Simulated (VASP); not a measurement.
# SnO (P4/nmm) in VASP: a series of runs

The runs below take SnO through relaxation of cell and atoms, single point, with PBE.

All numbers are computed with VASP 6.6.1; they aren't measurements. Logs are shortened: lines on timing, memory, paths and dates and some standing lists are left out, and cuts for length are marked.

## 1. The cell of the first run

It takes space group P4/nmm (No. 129, tetragonal). Conventional cell: a = 3.814 Å, b = 3.814 Å, c = 4.887 Å, α = 90.00°, β = 90.00°, γ = 90.00°. Sn (site symmetry 4mm) has 4 O at 2.23 Å within 2.9 Å. Within 2.9 Å of O (site symmetry -4m2) lie 4 Sn at 2.23 Å and 4 O at 2.70 Å.

## 2. Relaxation of cell and atoms, PBE, target pressure 2 GPa, at which the enthalpy is minimised

Contents of INCAR:

```
  PREC = Accurate
  ENCUT = 600
  EDIFF = 1E-6
  ISMEAR = -1
  SIGMA = 0.05
  LREAL = F
  LASPH = T
  NELM = 80
  ALGO = Normal
  ISIF = 3
  LWAVE = F
  LCHARG = F
  GGA = PE
  IBRION = 2
  NSW = 60
  EDIFFG = -0.01
  PSTRESS = 20.0
```

Contents of KPOINTS:

```
regular mesh
0
Gamma
  7 7 6
```

Contents of POSCAR:

```
SnO
1.0
    3.8136952200      0.0000000000      0.0000000000
    0.0000000000      3.8136952200      0.0000000000
    0.0000000000      0.0000000000      4.8869133000
Sn O
2 2
Direct
    0.5000000000      0.0000000000      0.7646261400
    0.0000000000      0.5000000000      0.2353738600
    0.0000000000      0.0000000000      0.0000000000
    0.5000000000      0.5000000000      0.0000000000
```

Potentials or basis: VASP PAW PBE potentials, release 64 (Sn_d, O).

Command:

```
$ cat potpaw_PBE.64/Sn_d/POTCAR potpaw_PBE.64/O/POTCAR > POTCAR
$ mpirun -np 1 vasp_std > vasp.out
```

OUTCAR:

```text
PREC = Accurate
   ENCUT = 600
   EDIFF = 1E-6
   ISMEAR = -1
   LREAL = F
   LASPH = T
   NELM = 80
   ISIF = 3
   GGA = PE
   IBRION = 2
   NSW = 60
   EDIFFG = -0.01
   PSTRESS = 20.0

 ion  position               nearest neighbor table
   1  0.500  0.000  0.765-   3 2.23   4 2.23   4 2.23   3 2.23   2 3.54   2 3.54   2 3.54   2 3.54
                             2 3.74   2 3.74   2 3.74   2 3.74
   2  0.000  0.500  0.235-   3 2.23   4 2.23   3 2.23   4 2.23   1 3.54   1 3.54   1 3.54   1 3.54
                             1 3.74   1 3.74   1 3.74   1 3.74
   3  0.000  0.000  0.000-   1 2.23   2 2.23   2 2.23   1 2.23
   4  0.500  0.500  0.000-   1 2.23   2 2.23   1 2.23   2 2.23

  LATTYP: Found a simple tetragonal cell.
 ALAT       =     3.8136952200
 C/A-ratio  =     1.2814116016

  Lattice vectors:

 A1 = (   3.8136952200,   0.0000000000,   0.0000000000)
 A2 = (   0.0000000000,   3.8136952200,   0.0000000000)
 A3 = (   0.0000000000,   0.0000000000,   4.8869133000)

Analysis of symmetry for initial positions (statically):
=====================================================================
 Subroutine PRICEL returns:
 Original cell was already a primitive cell.

 Routine SETGRP: Setting up the symmetry group for a
 simple tetragonal supercell.

 Subroutine GETGRP returns: Found 16 space group operations
 (whereof  8 operations were pure point group operations)
 out of a pool of 16 trial point group operations.

The static configuration has the point symmetry D_2d.
 The point group associated with its full space group is D_4h.

Analysis of symmetry for dynamics (positions and initial velocities):
=====================================================================
 Subroutine PRICEL returns:
 Original cell was already a primitive cell.

 Routine SETGRP: Setting up the symmetry group for a
 simple tetragonal supercell.

 Subroutine GETGRP returns: Found 16 space group operations
 (whereof  8 operations were pure point group operations)
 out of a pool of 16 trial point group operations.

The dynamic configuration has the point symmetry D_2d.
 The point group associated with its full space group is D_4h.

 Subroutine INISYM returns: Found 16 space group operations
 (whereof  8 operations are pure point group operations),
 and found     1 'primitive' translations

----------------------------------------------------------------------------------------

                                     Primitive cell

  volume of cell :      71.0766

  direct lattice vectors                    reciprocal lattice vectors
     3.813695220  0.000000000  0.000000000     0.262212878  0.000000000  0.000000000
     0.000000000  3.813695220  0.000000000     0.000000000  0.262212878  0.000000000
     0.000000000  0.000000000  4.886913300     0.000000000  0.000000000  0.204628144

  length of vectors
     3.813695220  3.813695220  4.886913300     0.262212878  0.262212878  0.204628144

  position of ions in fractional coordinates (direct lattice)
     0.500000000  0.000000000  0.764626140
     0.000000000  0.500000000  0.235373860
     0.000000000  0.000000000  0.000000000
     0.500000000  0.500000000  0.000000000

  ion indices of the primitive-cell ions
   primitive index   ion index
                 1           1
                 2           2
                 3           3
                 4           4

----------------------------------------------------------------------------------------

 KPOINTS: regular mesh

Automatic generation of k-mesh.
 Grid dimensions read from file:
 generate k-points for:    7    7    6

 Generating k-lattice:

  Cartesian coordinates                     Fractional coordinates (reciprocal lattice)
     0.037458983  0.000000000  0.000000000     0.142857143  0.000000000  0.000000000
     0.000000000  0.037458983  0.000000000     0.000000000  0.142857143  0.000000000
     0.000000000  0.000000000  0.034104691     0.000000000  0.000000000  0.166666667

  Length of vectors
     0.037458983  0.037458983  0.034104691

  Shift w.r.t. Gamma in fractional coordinates (k-lattice)
     0.000000000  0.000000000  0.000000000

 Subroutine IBZKPT returns following result:
 ===========================================

 Found     40 irreducible k-points:

 Following reciprocal coordinates:
            Coordinates               Weight
  0.000000  0.000000  0.000000      1.000000
  0.142857  0.000000  0.000000      4.000000
  0.285714  0.000000  0.000000      4.000000
  0.428571  0.000000  0.000000      4.000000
  0.142857  0.142857  0.000000      4.000000
  0.285714  0.142857  0.000000      8.000000
[... 16 lines left out ...]
  0.285714  0.000000  0.333333      8.000000
  0.428571  0.000000  0.333333      8.000000
 [... further k-points ...]
   k-points           NKPTS =     40   k-points in BZ     NKDIM =     40   number of bands    NBANDS=     24
   number of dos      NEDOS =    301   number of ions     NIONS =      4
   total plane-waves  NPLWV =  36000
   dimension x,y,z NGX =    30 NGY =   30 NGZ =   40
   dimension x,y,z NGXF=    60 NGYF=   60 NGZF=   80
   ions per type =               2   2
   NGX,Y,Z   is equivalent  to a cutoff of  13.08, 13.08, 13.61 a.u.
   NGXF,Y,Z  is equivalent  to a cutoff of  26.16, 26.16, 27.21 a.u.
 SYSTEM =  unknown system
   PREC   = accura    normal or accurate (medium, high low for compatibility)
   ISTART =      0    job   : 0-new  1-cont  2-samecut
   ICHARG =      2    charge: 1-file 2-atom 10-const
   ISPIN  =      1    spin polarized calculation?
   LNONCOLLINEAR =      F non collinear calculations
   LSORBIT =      F    spin-orbit coupling
   LASPH  =      T    aspherical Exc in radial PAW
   ENCUT  =  600.0 eV  44.10 Ry    6.64 a.u.   7.62  7.62  9.76*2*pi/ulx,y,z
   NELM   =     80;   NELMIN=  2; NELMDL= -5     # of ELM steps
   EDIFF  = 0.1E-05   stopping-criterion for ELM
   LREAL  =      F    real-space projection
   EDIFFG = -.1E-01   stopping-criterion for IOM
   NSW    =     60    number of steps for IOM
   IBRION =      2    ionic relax: 0-MD 1-quasi-New 2-CG
   NFREE  =      1    steps in history (QN), initial steepest desc. (CG)
   ISIF   =      3    stress and relaxation
   ISYM   =      2    0-nonsym 1-usesym 2-fastsym
   POTIM  = 0.5000    time-step for ionic-motion
   TEBEG  =    0.0;   TEEND  =   0.0 temperature during run
   PSTRESS=   20.0 pullay stress
   NELECT =      40.0000    total number of electrons
   NUPDOWN=      -1.0000    fix difference up-down
   EMIN   =  10.00;   EMAX   =-10.00  energy-range for DOS
   EFERMI =   0.00;   METHOD = LEGACY
   ISMEAR =    -1;   SIGMA  =   0.05  broadening in eV -4-tet -1-fermi 0-gaus
   EFERMI_NEDOS =   21; number of points for ismear=-14 and -15
   IALGO  =     38    algorithm
   IMIX   =      4    mixing-type and parameters
     AMIX     =   0.40;   BMIX     =  1.00
     AMIX_MAG =   1.60;   BMIX_MAG =  1.00
  volume/ion in A,a.u.               =      17.77       119.91
  Fermi-wavevector in a.u.,A,eV,Ry     =   1.351614  2.554180 24.855939  1.826860
  Thomas-Fermi vector in A             =   2.479021
   LORBIT       =      0    0 simple, 1 ext, 2 COOP (PROOUT), +10 PAW based schemes
   GGA     = PE    functional components
   LHFCALC =     F    Hartree Fock is set to
   AEXX    =    0.0000 exact exchange contribution
   IVDW    =     0    specifies the selected vdW correction
   LEPSILON=     F    determine dielectric tensor
   LRPA    =     F    only Hartree local field effects (RPA)
 conjugate gradient relaxation of ions
 non-spin polarized calculation
  energy-cutoff  :      600.00
  volume of cell :       71.08
 maximum number of plane-waves:      2399
   NGX = 15   NGY = 15   NGZ = 19

--------------------------------------- Ionic step        1  -------------------------------------------

 number of electron      40.0000019 magnetization

 Free energy of the ion-electron system (eV)
  ---------------------------------------------------
  ext. energy  EPLUGINS =         0.00000000
  ---------------------------------------------------
  free energy    TOTEN  =       -22.69006135 eV

  energy without entropy =      -22.68977805  energy(sigma->0) =      -22.68991970

------------------------ aborting loop because EDIFF is reached ----------------------------------------

  FORCE on cell =-STRESS in cart. coord.  units (eV):
  Direction    XX          YY          ZZ          XY          YZ          ZX
  --------------------------------------------------------------------------------------
  -------------------------------------------------------------------------------------
  Total        1.8045736      1.8045736      1.4033016      0.0000000      0.0000000      0.0000000
  in kB       40.6779063     40.6779063     31.6326087      0.0000000      0.0000000      0.0000000
  external PRESSURE =      17.6628071 kB  Pullay stress =      20.0000000 kB
[... 103 lines left out ...]
  energy  without entropy=      -22.7130267423  energy(sigma->0) =      -22.71317177

  enthalpy is  TOTEN    =       -21.8135041903 eV   P V=        0.8998125987

[... ionic steps 4 to 7 ...]

--------------------------------------- Ionic step        8  -------------------------------------------

 number of electron      40.0000010 magnetization

------------------------ aborting loop because EDIFF is reached ----------------------------------------
[... 75 lines left out ...]
--------------------------------------- Ionic step       10  -------------------------------------------

 number of electron      40.0000009 magnetization

 Free energy of the ion-electron system (eV)
  ---------------------------------------------------
  ext. energy  EPLUGINS =         0.00000000
  ---------------------------------------------------
  free energy    TOTEN  =       -22.69696831 eV

  energy without entropy =      -22.69609623  energy(sigma->0) =      -22.69653227

 E-fermi :   7.1788     XC(G=0): -10.2696

 val. band max:        7.0616036231   @ k =   0.0000   0.0000   0.0000
 cond. band min:       7.2990176270   @ k =   0.4286   0.4286   0.0000
 fundamental gap:      0.2374140040
 Fermi energy:         7.1787826698

 k-point     1 :       0.0000    0.0000    0.0000
  band No.  band energies     occupation
      1     -14.8470      2.00000
      2     -14.4608      2.00000
      3     -14.4608      2.00000
      4     -14.4519      2.00000
      5     -14.4226      2.00000
      6     -14.4133      2.00000
[... 637 lines left out ...]
     23      11.8942      0.00000
     24      13.0383      0.00000

 [... further k-points ...]

------------------------ aborting loop because EDIFF is reached ----------------------------------------

  FORCE on cell =-STRESS in cart. coord.  units (eV):
  Direction    XX          YY          ZZ          XY          YZ          ZX
  --------------------------------------------------------------------------------------
  -------------------------------------------------------------------------------------
  Total        0.8771106      0.8771106      0.8849784      0.0000000      0.0000000      0.0000000
  in kB       20.0223804     20.0223804     20.2019845      0.0000000      0.0000000      0.0000000
  external PRESSURE =       0.0822485 kB  Pullay stress =      20.0000000 kB
[... 23 lines left out ...]
  energy  without entropy=      -22.6960962259  energy(sigma->0) =      -22.69653227

  enthalpy is  TOTEN    =       -21.8208381060 eV   P V=        0.8761302003

 reached required accuracy - stopping structural energy minimisation
```

Wall time 7.1 min (1 thread of Intel Xeon Platinum 8259CL at 2.50GHz (Skylake/Cascade Lake), shared host); peak memory 0.23 GiB.

What came out:

```
Free energy                                                : -22.6970 eV
Relaxed volume                                             : 17.55 Å³/atom
Relaxed cell                                               : a = 3.840 Å, b = 3.840 Å, c = 4.761 Å, α = 90.00°, β = 90.00°, γ = 90.00°
Space group after relaxing (to 0.1 Å)                      : P4/nmm (No. 129)
Energy change on relaxing (the run minimises the enthalpy) : -1.7 meV/atom
Ionic steps                                                : 10
Pressure after relaxing                                    : 2.0 GPa
Band gap on the k mesh                                     : 0.24 eV (least direct gap 1.96 eV)
```

The path:
| step | energy change (eV) | largest force (eV/Å) | pressure (GPa) | volume (Å³) |
| --- | --- | --- | --- | --- |
| 1 | 0.0000 | 0.4547 | 3.77 | 71.08 |
| 2 | -0.0257 | 0.3058 | -0.20 | 73.11 |
| 3 | -0.0233 | 0.0635 | 1.67 | 72.08 |
| 4 | -0.0219 | 0.0569 | 1.75 | 71.84 |
| 5 | -0.0165 | 0.0359 | 1.86 | 71.10 |
| 6 | 0.0008 | 0.0043 | 2.20 | 69.63 |
| 7 | -0.0072 | 0.0145 | 2.05 | 70.21 |
| 8 | -0.0066 | 0.0122 | 2.07 | 70.16 |
| 9 | -0.0080 | 0.0438 | 1.79 | 70.29 |
| 10 | -0.0069 | 0.0016 | 2.01 | 70.19 |

Final structure:
```yaml
crystal:
  lattice:
    - [3.83962, 0.00000, 0.00000]
    - [0.00000, 3.83962, 0.00000]
    - [0.00000, 0.00000, 4.76073]
  atoms:
    - { symbol: Sn, position: [0.50000, 0.00000, 0.75616] }
    - { symbol: Sn, position: [0.00000, 0.50000, 0.24384] }
    - { symbol: O, position: [0.00000, 0.00000, 0.00000] }
    - { symbol: O, position: [0.50000, 0.50000, 0.00000] }
```

Caveat: the cell is relaxed towards a set pressure, so the run minimises the enthalpy, not the energy; spin-orbit coupling is left out, which moves the levels of the heavy elements; an odd mesh through Γ misses points on the zone boundary, where band edges can lie.

(Part 1 of 3 ends here.)
